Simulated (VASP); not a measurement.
# GaAs (zincblende type) (F-43m) in VASP: notebook

GaAs (zincblende type) is run at these levels: PBE; tasks: single point, relaxation of cell and atoms.

Program: VASP 6.6.1. These are calculated values, not measurements. Logs are shortened: lines on timing, memory, paths and dates and some standing lists are left out, and cuts for length are marked.

### 1 The cell of the first run

The structure is cubic, space group F-43m (No. 216). The conventional cell has a = 5.745 Å, b = 5.745 Å, c = 5.745 Å, α = 90.00°, β = 90.00°, γ = 90.00°. Ga (site symmetry -43m) has 4 As at 2.49 Å within 3.3 Å. Within 3.3 Å of As (site symmetry -43m) lie 4 Ga at 2.49 Å.

### 2 Single point, PBE

INCAR reads:

```
PREC     = Accurate       # precision mode
ENCUT    = 520            # plane-wave cutoff, eV
EDIFF    = 1E-6           # SCF threshold, eV
ISMEAR   = -1             # smearing method
SIGMA    = 0.02           # smearing width, eV
LREAL    = False          # projectors in reciprocal space
LASPH    = True           # aspherical terms in the spheres
NELM     = 60             # most SCF steps
ALGO     = Normal         # electronic algorithm
ISIF     = 2              # what is computed and relaxed
LWAVE    = False          # write WAVECAR
LCHARG   = True           # write CHGCAR
GGA      = PE             # functional
LELF     = True           # ELF
LVHAR    = True         
NBANDS   = 16             # bands
```

KPOINTS reads:

```
Automatic mesh
0
Gamma
  10 10 10
```

POSCAR reads:

```
GaAs
1.0
    0.0000000000      2.8723074153      2.8723074153
    2.8723074153      0.0000000000      2.8723074153
    2.8723074153      2.8723074153      0.0000000000
Ga As
1 1
Direct
    0.0000000000      0.0000000000      0.0000000000
    0.2500000000      0.2500000000      0.2500000000
```

Potentials or basis: VASP PAW PBE potentials, release 64 (Ga_d, As).

The run is started by

```console
$ cat potpaw_PBE.64/Ga_d/POTCAR potpaw_PBE.64/As/POTCAR > POTCAR
$ mpirun -np 1 vasp_std > vasp.out
```

OUTCAR:

```text
PREC = Accurate
   ENCUT = 520
   EDIFF = 1E-6
   ISMEAR = -1
   LREAL = False
   LASPH = True
   NELM = 60
   ISIF = 2
   GGA = PE

 ion  position               nearest neighbor table
   1  0.000  0.000  0.000-   2 2.49   2 2.49   2 2.49   2 2.49
   2  0.250  0.250  0.250-   1 2.49   1 2.49   1 2.49   1 2.49

  LATTYP: Found a face centered cubic cell.
 ALAT       =     5.7446148306

  Lattice vectors:

 A1 = (   0.0000000000,   2.8723074153,   2.8723074153)
 A2 = (   2.8723074153,   0.0000000000,   2.8723074153)
 A3 = (   2.8723074153,   2.8723074153,   0.0000000000)

Analysis of symmetry for initial positions (statically):
=====================================================================
 Subroutine PRICEL returns:
 Original cell was already a primitive cell.

 Routine SETGRP: Setting up the symmetry group for a
 face centered cubic supercell.

 Subroutine GETGRP returns: Found 24 space group operations
 (whereof 24 operations were pure point group operations)
 out of a pool of 48 trial point group operations.

The static configuration has the point symmetry T_d .

Analysis of symmetry for dynamics (positions and initial velocities):
=====================================================================
 Subroutine PRICEL returns:
 Original cell was already a primitive cell.

 Routine SETGRP: Setting up the symmetry group for a
 face centered cubic supercell.

 Subroutine GETGRP returns: Found 24 space group operations
 (whereof 24 operations were pure point group operations)
 out of a pool of 48 trial point group operations.

The dynamic configuration has the point symmetry T_d .

 Subroutine INISYM returns: Found 24 space group operations
 (whereof 24 operations are pure point group operations),
 and found     1 'primitive' translations

----------------------------------------------------------------------------------------

                                     Primitive cell

  volume of cell :      47.3939

  direct lattice vectors                    reciprocal lattice vectors
     0.000000000  2.872307415  2.872307415    -0.174076075  0.174076075  0.174076075
     2.872307415  0.000000000  2.872307415     0.174076075 -0.174076075  0.174076075
     2.872307415  2.872307415  0.000000000     0.174076075  0.174076075 -0.174076075

  length of vectors
     4.062056102  4.062056102  4.062056102     0.301508606  0.301508606  0.301508606

  position of ions in fractional coordinates (direct lattice)
     0.000000000  0.000000000  0.000000000
     0.250000000  0.250000000  0.250000000

  ion indices of the primitive-cell ions
   primitive index   ion index
                 1           1
                 2           2

----------------------------------------------------------------------------------------

 KPOINTS: Automatic mesh

Automatic generation of k-mesh.
 Grid dimensions read from file:
 generate k-points for:   10   10   10

 Generating k-lattice:

  Cartesian coordinates                     Fractional coordinates (reciprocal lattice)
    -0.017407607  0.017407607  0.017407607     0.100000000  0.000000000  0.000000000
     0.017407607 -0.017407607  0.017407607     0.000000000  0.100000000  0.000000000
     0.017407607  0.017407607 -0.017407607     0.000000000  0.000000000  0.100000000

  Length of vectors
     0.030150861  0.030150861  0.030150861

  Shift w.r.t. Gamma in fractional coordinates (k-lattice)
     0.000000000  0.000000000  0.000000000

 Subroutine IBZKPT returns following result:
 ===========================================

 Found     47 irreducible k-points:

 Following reciprocal coordinates:
            Coordinates               Weight
  0.000000  0.000000  0.000000      1.000000
  0.100000  0.000000  0.000000      8.000000
  0.200000  0.000000  0.000000      8.000000
  0.300000  0.000000  0.000000      8.000000
  0.400000  0.000000  0.000000      8.000000
  0.500000  0.000000  0.000000      4.000000
[... 16 lines left out ...]
  0.300000  0.300000  0.000000      6.000000
  0.400000  0.300000  0.000000     24.000000
 [... further k-points ...]
   k-points           NKPTS =     47   k-points in BZ     NKDIM =     47   number of bands    NBANDS=     16
   number of dos      NEDOS =    301   number of ions     NIONS =      2
   total plane-waves  NPLWV =  27000
   dimension x,y,z NGX =    30 NGY =   30 NGZ =   30
   dimension x,y,z NGXF=    60 NGYF=   60 NGZF=   60
   ions per type =               1   1
   NGX,Y,Z   is equivalent  to a cutoff of  12.28, 12.28, 12.28 a.u.
   NGXF,Y,Z  is equivalent  to a cutoff of  24.56, 24.56, 24.56 a.u.
 SYSTEM =  unknown system
   PREC   = accura    normal or accurate (medium, high low for compatibility)
   ISTART =      0    job   : 0-new  1-cont  2-samecut
   ICHARG =      2    charge: 1-file 2-atom 10-const
   ISPIN  =      1    spin polarized calculation?
   LNONCOLLINEAR =      F non collinear calculations
   LSORBIT =      F    spin-orbit coupling
   LASPH  =      T    aspherical Exc in radial PAW
   ENCUT  =  520.0 eV  38.22 Ry    6.18 a.u.   7.55  7.55  7.55*2*pi/ulx,y,z
   NELM   =     60;   NELMIN=  2; NELMDL= -5     # of ELM steps
   EDIFF  = 0.1E-05   stopping-criterion for ELM
   LREAL  =      F    real-space projection
   EDIFFG = 0.1E-04   stopping-criterion for IOM
   NSW    =      0    number of steps for IOM
   IBRION =     -1    ionic relax: 0-MD 1-quasi-New 2-CG
   NFREE  =      0    steps in history (QN), initial steepest desc. (CG)
   ISIF   =      2    stress and relaxation
   ISYM   =      2    0-nonsym 1-usesym 2-fastsym
   POTIM  = 0.5000    time-step for ionic-motion
   TEBEG  =    0.0;   TEEND  =   0.0 temperature during run
   PSTRESS=    0.0 pullay stress
   NELECT =      18.0000    total number of electrons
   NUPDOWN=      -1.0000    fix difference up-down
   EMIN   =  10.00;   EMAX   =-10.00  energy-range for DOS
   EFERMI =   0.00;   METHOD = LEGACY
   ISMEAR =    -1;   SIGMA  =   0.02  broadening in eV -4-tet -1-fermi 0-gaus
   EFERMI_NEDOS =   21; number of points for ismear=-14 and -15
   IALGO  =     38    algorithm
   IMIX   =      4    mixing-type and parameters
     AMIX     =   0.40;   BMIX     =  1.00
     AMIX_MAG =   1.60;   BMIX_MAG =  1.00
  volume/ion in A,a.u.               =      23.70       159.92
  Fermi-wavevector in a.u.,A,eV,Ry     =   1.185563  2.240390 19.123809  1.405560
  Thomas-Fermi vector in A             =   2.321754
   LORBIT       =      0    0 simple, 1 ext, 2 COOP (PROOUT), +10 PAW based schemes
   GGA     = PE    functional components
   LHFCALC =     F    Hartree Fock is set to
   AEXX    =    0.0000 exact exchange contribution
   IVDW    =     0    specifies the selected vdW correction
   LEPSILON=     F    determine dielectric tensor
   LRPA    =     F    only Hartree local field effects (RPA)
 non-spin polarized calculation
  energy-cutoff  :      520.00
  volume of cell :       47.39
 maximum number of plane-waves:      1298
   NGX = 15   NGY = 15   NGZ = 15

 number of electron      17.9999987 magnetization

 Free energy of the ion-electron system (eV)
  ---------------------------------------------------
  ext. energy  EPLUGINS =         0.00000000
  ---------------------------------------------------
  free energy    TOTEN  =        -8.27522210 eV

  energy without entropy =       -8.27521097  energy(sigma->0) =       -8.27521653

 E-fermi :   3.5873     XC(G=0):  -9.3746

 val. band max:        3.4931093842   @ k =   0.0000   0.0000   0.0000
 cond. band min:       3.6591314037   @ k =   0.0000   0.0000   0.0000
 fundamental gap:      0.1660220195
 Fermi energy:         3.5873362089

 k-point     1 :       0.0000    0.0000    0.0000
  band No.  band energies     occupation
      1     -11.2341      2.00000
      2     -11.2341      2.00000
      3     -11.2341      2.00000
      4     -11.1660      2.00000
      5     -11.1660      2.00000
      6      -8.8992      2.00000
[... 8 lines left out ...]
     15      13.4977      0.00000
     16      13.4977      0.00000

 k-point     2 :       0.1000    0.0000    0.0000
  band No.  band energies     occupation
      1     -11.2411      2.00000
      2     -11.2321      2.00000
      3     -11.2321      2.00000
      4     -11.1661      2.00000
      5     -11.1661      2.00000
      6      -8.7899      2.00000
[... 8 lines left out ...]
     15      12.8662      0.00000
     16      12.8662      0.00000

 k-point     3 :       0.2000    0.0000    0.0000
  band No.  band energies     occupation
      1     -11.2584      2.00000
      2     -11.2273      2.00000
      3     -11.2273      2.00000
      4     -11.1660      2.00000
      5     -11.1660      2.00000
      6      -8.4759      2.00000
[... 8 lines left out ...]
     15      12.3917      0.00000
     16      12.4266      0.00000

 k-point     4 :       0.3000    0.0000    0.0000
  band No.  band energies     occupation
      1     -11.2783      2.00000
      2     -11.2221      2.00000
      3     -11.2221      2.00000
      4     -11.1651      2.00000
      5     -11.1651      2.00000
      6      -8.0081      2.00000
[... 8 lines left out ...]
     15      12.7351      0.00000
     16      12.7351      0.00000
[... 324 lines left out ...]
 k-point    22 :      -0.2000    0.2000    0.0000
  band No.  band energies     occupation
      1     -11.2843      2.00000
      2     -11.2193      2.00000
      3     -11.2176      2.00000
      4     -11.1684      2.00000
      5     -11.1642      2.00000
      6      -7.8460      2.00000
[... 8 lines left out ...]
     15      13.8790      0.00000
     16      14.5537      0.00000

 k-point    23 :       0.3000    0.3000    0.0000
  band No.  band energies     occupation
      1     -11.3000      2.00000
      2     -11.2074      2.00000
      3     -11.2074      2.00000
      4     -11.1787      2.00000
      5     -11.1588      2.00000
      6      -7.6939      2.00000
[... 8 lines left out ...]
     15      14.8979      0.00000
     16      15.6343      0.00000

 k-point    24 :       0.4000    0.3000    0.0000
  band No.  band energies     occupation
      1     -11.3105      2.00000
      2     -11.2035      2.00000
      3     -11.2023      2.00000
      4     -11.1804      2.00000
      5     -11.1578      2.00000
      6      -7.2908      2.00000
[... 8 lines left out ...]
     15      15.5599      0.00000
     16      15.9914      0.00000

 [... further k-points ...]

------------------------ aborting loop because EDIFF is reached ----------------------------------------

  FORCE on cell =-STRESS in cart. coord.  units (eV):
  Direction    XX          YY          ZZ          XY          YZ          ZX
  --------------------------------------------------------------------------------------
  -------------------------------------------------------------------------------------
  Total        0.0508160      0.0508160      0.0508160      0.0000000     -0.0000000      0.0000000
  in kB        1.7178631      1.7178631      1.7178631      0.0000000     -0.0000000      0.0000000
  external PRESSURE =       1.7178631 kB  Pullay stress =       0.0000000 kB

 VOLUME and BASIS-vectors are now :
 -----------------------------------------------------------------------------
  energy-cutoff  :      520.00
  volume of cell :       47.39
      direct lattice vectors                 reciprocal lattice vectors
     0.000000000  2.872307415  2.872307415    -0.174076075  0.174076075  0.174076075
     2.872307415  0.000000000  2.872307415     0.174076075 -0.174076075  0.174076075
     2.872307415  2.872307415  0.000000000     0.174076075  0.174076075 -0.174076075

 POSITION                                       TOTAL-FORCE (eV/Angst)
 -----------------------------------------------------------------------------------
      0.00000      0.00000      0.00000         0.000000      0.000000      0.000000
      1.43615      1.43615      1.43615        -0.000000     -0.000000     -0.000000
 -----------------------------------------------------------------------------------
    total drift:                                0.000002      0.000002      0.000002

  FREE ENERGIE OF THE ION-ELECTRON SYSTEM (eV)
  ---------------------------------------------------
  free  energy   TOTEN  =        -8.2752220966 eV

  energy  without entropy=       -8.2752109701  energy(sigma->0) =       -8.27521653
```

Wall time 15 s (1 thread of Intel Xeon 6975P-C (Granite Rapids), shared host); peak memory 0.18 GiB.

Results:

| Property | Result |
| --- | --- |
| Free energy | -8.2752 eV |
| Pressure | 0.2 GPa |
| Band gap on the k mesh | 0.17 eV, direct |

Levels at points of the mesh, in eV from the valence-band top:
```tsv
k point	band 7	band 8	band 9	band 10	band 11	band 12
(0.00, 0.00, 0.00)	0.00	0.00	0.00	0.17	3.72	3.72
(0.50, 0.00, 0.00)	-6.39	-1.07	-1.07	0.87	4.62	4.62
(0.50, 0.50, 0.00)	-6.60	-2.51	-2.51	1.55	1.67	9.79
```

[end of part 1 of 2]
